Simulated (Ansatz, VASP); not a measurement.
# TiO in VASP and in Ansatz

The input POSCAR:

```
TiO
1.0
    2.8516080131      0.0000000000      0.0000000000
   -1.4258040066      2.4695649810      0.0000000000
    0.0000000000      0.0000000000      5.5675030000
Ti O
2 2
Direct
    0.3333333333      0.6666666667      0.2500000000
    0.6666666667      0.3333333333      0.7500000000
    0.0000000000      0.0000000000      0.0000000000
    0.0000000000      0.0000000000      0.5000000000
```

The input INCAR.step1:

```
  ALGO = Normal
  EDIFF = 1E-4
  ENCUT = 520
  GGA = PE
  ISMEAR = 0
  LASPH = T
  LCHARG = F
  LREAL = F
  LWAVE = T
  NBANDS = 26
  NELM = 60
  PREC = Accurate
  SIGMA = 0.01
```

The input INCAR.step2:

```
  ALGO = Normal
  EDIFF = 1E-6
  ENCUT = 520
  ISIF = 2
  ISMEAR = 0
  ISTART = 1
  LASPH = T
  LCHARG = F
  LMIXTAU = T
  LREAL = F
  LWAVE = F
  METAGGA = R2SCAN
  NBANDS = 26
  NELM = 60
  PREC = Accurate
  SIGMA = 0.01
```

Contents of KPOINTS:

```
k-points
0
Gamma
  18 18 8
```

Input for Ansatz:

```yaml
crystal:
  lattice:
    - [2.8516080131, 0.0, 0.0]
    - [-1.4258040066, 2.469564981, 0.0]
    - [0.0, 0.0, 5.567503]
  atoms:
    - { symbol: Ti, position: [0.3333333333, 0.6666666667, 0.25] }
    - { symbol: Ti, position: [0.6666666667, 0.3333333333, 0.75] }
    - { symbol: O, position: [0.0, 0.0, 0.0] }
    - { symbol: O, position: [0.0, 0.0, 0.5] }
basis:
  ecutwfc: 500
kpoints:
  mp_grid: { grid: [18, 18, 8] }
hamiltonian:
  xc: r2scan
scf:
  occupations: { method: gaussian, width: 0.01 }
output:
  forces: true
  stress: true
  eigenvalues: true
```

Alike in both runs: task single point; functional r2SCAN; k mesh 18 × 18 × 8; occupations gaussian, width 0.01 eV; no spin polarisation.

```csv
,VASP,Ansatz
version,VASP 6.6.1,Ansatz 0.2.0
potentials or method,"VASP PAW PBE potentials, release 64 (Ti_sv, O), cutoff 520 eV","scalar-relativistic, plane waves, PAW"
valence electrons in the cell,36,36
```

```csv
,VASP,Ansatz,Ansatz less VASP
gap on the k mesh at the Fermi level (eV),none,none,-
pressure (GPa),-3.6,-5.3,-1.71
"traceless stress, the component that is largest in VASP (GPa)",1.22,0.96,-0.268
```

VASP's potentials were made for PBE, not for r2SCAN. A gap of «none» marks a metal or a gap that the smearing closes. With one functional, cell and mesh, what is left measures potentials, basis and numerics.
